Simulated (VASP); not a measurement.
**GaSb: vibrations by perturbation theory with PBEsol**

The system is GaSb.

```
Ga Sb
1.0
     0.00000    3.05496    3.05496
     3.05496    0.00000    3.05496
     3.05496    3.05496    0.00000
Ga Sb
1 1
Direct
  0.00000 0.00000 0.00000
  0.75000 0.75000 0.75000
```

```json
{"Program": "VASP 6.6.1", "Task": "vibrations by perturbation theory", "Functional": "PBEsol", "Potentials or basis": "VASP PAW PBE potentials, release 64 (Ga_d, Sb)", "Cutoff": "520 eV", "k mesh": "10 × 10 × 10", "Occupations": "fermi-dirac, width 0.1 eV", "Spin": "no spin polarisation", "Dipole correction": "no", "Further INCAR settings": "ALGO = Normal; EDIFF = 1e-08; IBRION = 8; NSW = 1"}
```

The highest phonon frequency at Γ, LO-TO splitting left out is 220 cm⁻¹.

Phonon frequencies in cm⁻¹ (negative: imaginary):
```csv
q point,frequencies
"(0.000, 0.000, 0.000)",0 0 0 220 220 220
```

It took 7.6 min on 1 thread of Intel Xeon 8259CL, on a shared host, peak memory 0.44 GiB.
